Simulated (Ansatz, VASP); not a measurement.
## One calculation of GaMo, two programs

The input INCAR:

```
  PREC = Accurate
  ENCUT = 520
  EDIFF = 1E-6
  ISMEAR = 0
  SIGMA = 0.1
  LREAL = F
  LASPH = T
  NELM = 150
  ALGO = Fast
  ISIF = 2
  LWAVE = F
  LCHARG = F
  ISPIN = 2
  MAGMOM = 0 1
  LORBIT = 11
  LMAXMIX = 4
  GGA = PE
  NBANDS = 24
```

File KPOINTS:

```
Automatic mesh
0
Gamma
  6 6 4
```

POSCAR

```
GaMo
1.0
    2.8676860419      0.0000000000      0.0000000000
   -1.4338430209      2.4834889623      0.0000000000
    0.0000000000      0.0000000000      4.3898390165
Ga Mo
1 1
Direct
    0.3333333333      0.6666666667      0.0000000000
    0.0000000000      0.0000000000      0.5000000000
```

Input for Ansatz:

```yaml
crystal:
  lattice:
    - [2.8676860419, 0.0, 0.0]
    - [-1.4338430209, 2.4834889623, 0.0]
    - [0.0, 0.0, 4.3898390165]
  atoms:
    - { symbol: Ga, position: [0.3333333333, 0.6666666667, 0.0] }
    - { symbol: Mo, position: [0.0, 0.0, 0.5], spin: 1.0 }
basis:
  ecutwfc: 420
kpoints:
  mp_grid: { grid: [6, 6, 4] }
hamiltonian:
  xc: pbe
scf:
  occupations: { method: gaussian, width: 0.1 }
  lower_state_search: "off"
output:
  forces: true
  stress: true
  eigenvalues: true
  populations: true
magnetization:
  spin_polarized: true
```

Change from the starting cell: species swapped into the MgAl type (P-6m2, No. 187).

Alike in both runs: task single point; functional PBE; k mesh 6 × 6 × 4; occupations gaussian, width 0.1 eV; collinear spin.

|  | VASP | Ansatz |
| --- | --- | --- |
| version | VASP 6.6.1 | Ansatz 0.2.0 |
| potentials or method | VASP PAW PBE potentials, release 64 (Ga_d, Mo_sv), cutoff 520 eV | scalar-relativistic, plane waves, PAW |
| valence electrons in the cell | 27 | 27 |

|  | VASP | Ansatz | Ansatz less VASP |
| --- | --- | --- | --- |
| gap on the k mesh at the Fermi level (eV) | none | none | - |
| pressure (GPa) | 0.3 | -0.1 | -0.44 |
| traceless stress, the component that is largest in VASP (GPa) | 0.28 | 0.17 | -0.108 |
| net moment per atom (μB) | 0.00 | 0.00 | 0.000 |

A gap of «none» marks a metal or a gap that the smearing closes. With one functional, cell and mesh, what is left measures potentials, basis and numerics. Ansatz's warnings: seeded moment not kept.

The k mesh is coarse, so the values compare programs but aren't converged.
